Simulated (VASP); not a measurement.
AlN, 2 atoms in the cell. The structure is tetragonal, space group I4/mmm (No. 139). Conventional cell: a = 3.322 Å, b = 3.322 Å, c = 3.053 Å, α = 90.00°, β = 90.00°, γ = 90.00°. Al (site symmetry 4/mmm) has 2 N at 1.53 Å within 2.0 Å. N (site symmetry 4/mmm) has 2 Al at 1.53 Å within 2.0 Å.  This cell differs from its parent crystal: ratio of the length along z to the lengths across it x 0.65, volume and fractional coordinates fixed.

| Quantity | Value |
| --- | --- |
| Program | VASP 6.6.1 |
| Task | single point |
| Functional | r2SCAN |
| Potentials or basis | VASP PAW PBE potentials, release 64 (Al, N) |
| Cutoff | 520 eV |
| k mesh | 10 × 10 × 10 |
| Occupations | gaussian, width 0.05 eV |
| Spin | no spin polarisation |
| Dipole correction | no |
| Further INCAR settings | ALGO = Normal; EDIFF = 1e-07; NBANDS = 11 |

Potentials or basis: VASP PAW PBE potentials, release 64 (Al, N).

Command:

```bash
$ cat potpaw_PBE.64/Al/POTCAR potpaw_PBE.64/N/POTCAR > POTCAR
$ cp INCAR.step1 INCAR
$ mpirun -np 1 vasp_std > vasp.out
$ cp INCAR.step2 INCAR
$ mpirun -np 1 vasp_std > vasp.out
```

Hardware: 1 thread of Intel Xeon 8259CL, with other jobs on the host.

How long does it take, and how much memory?

Run time: 110 s on 1 thread of Intel Xeon 8259CL, with other jobs on the host, peak memory 0.16 GiB. Counts: k points 102.
